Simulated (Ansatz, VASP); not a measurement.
Al2GaP3: VASP beside Ansatz

File POSCAR:

```
Al2GaP3
1.0
    3.7893382761      0.0000000000      0.0000000000
   -1.8946691380      3.2816632106      0.0000000000
    0.0000000000      0.0000000000      9.2804418625
Al Ga P
2 1 3
Direct
    0.0000000000      0.0000000000      0.0001896586
    0.6666666667      0.3333333333      0.6661207826
    0.3333333333      0.6666666667      0.3335091645
    0.6666666667      0.3333333333      0.9167540636
    0.3333333333      0.6666666667      0.5832435861
    0.0000000000      0.0000000000      0.2501827445
```

File INCAR.step1:

```
PREC     = Accurate       # precision mode
ENCUT    = 520            # plane-wave cutoff, eV
ISMEAR   = 0              # smearing method
SIGMA    = 0.01           # smearing width, eV
LREAL    = F              # projectors in reciprocal space
LASPH    = T              # aspherical terms in the spheres
NELM     = 60             # most SCF steps
NBANDS   = 26             # bands
GGA      = PE             # functional
ALGO     = Normal         # electronic algorithm
EDIFF    = 1E-4           # SCF threshold, eV
LWAVE    = T              # write WAVECAR
LCHARG   = F              # write CHGCAR
```

The input INCAR.step2:

```
PREC     = Accurate       # precision mode
ENCUT    = 520            # plane-wave cutoff, eV
EDIFF    = 1E-6           # SCF threshold, eV
ISMEAR   = 0              # smearing method
SIGMA    = 0.01           # smearing width, eV
LREAL    = F              # projectors in reciprocal space
LASPH    = T              # aspherical terms in the spheres
NELM     = 60             # most SCF steps
ALGO     = Normal         # electronic algorithm
ISIF     = 2              # what is computed and relaxed
LWAVE    = F              # write WAVECAR
LCHARG   = T              # write CHGCAR
METAGGA  = R2SCAN         # meta-GGA
LMIXTAU  = T            
LELF     = T              # ELF
LVHAR    = T            
NBANDS   = 26             # bands
ISTART   = 1
```

KPOINTS

```
Automatic mesh
0
Gamma
  6 6 2
```

Input for Ansatz:

```yaml
crystal:
  lattice:
    - [3.7893382761, 0.0, 0.0]
    - [-1.894669138, 3.2816632106, 0.0]
    - [0.0, 0.0, 9.2804418625]
  atoms:
    - { symbol: Al, position: [0.0, 0.0, 0.0001896586] }
    - { symbol: Al, position: [0.6666666667, 0.3333333333, 0.6661207826] }
    - { symbol: Ga, position: [0.3333333333, 0.6666666667, 0.3335091645] }
    - { symbol: P, position: [0.6666666667, 0.3333333333, 0.9167540636] }
    - { symbol: P, position: [0.3333333333, 0.6666666667, 0.5832435861] }
    - { symbol: P, position: [0.0, 0.0, 0.2501827445] }
kpoints:
  mp_grid: { grid: [6, 6, 2] }
hamiltonian:
  xc: r2scan
scf:
  occupations: { method: fixed }
  n_extra_bands: 5
output:
  forces: true
  stress: true
  eigenvalues: true
```

Alike in both runs: task single point; functional r2SCAN; k mesh 6 × 6 × 2; no spin polarisation.

|  | VASP | Ansatz |
| --- | --- | --- |
| version | VASP 6.6.1 | Ansatz 0.2.0 |
| potentials or method | VASP PAW PBE potentials, release 64 (Al, Ga_d, P) | plane waves, PAW |
| plane-wave cutoff (eV) | 520 | 500 |
| occupations | gaussian, width 0.01 eV | fixed |
| valence electrons in the cell | 34 | 34 |

```tsv
	VASP	Ansatz	Ansatz less VASP
gap on the k mesh at the Fermi level (eV)	1.74	1.74	-0.001
pressure (GPa)	6.1	6.3	+0.25
traceless stress, the component that is largest in VASP (GPa)	-0.10	-0.10	-0.001
rms of the force components (eV/Å)	0.005	0.007	+0.0024
```

VASP's potentials were made for PBE, not for r2SCAN. Atom by atom the forces differ by 0.009 eV/Å (rms over components).
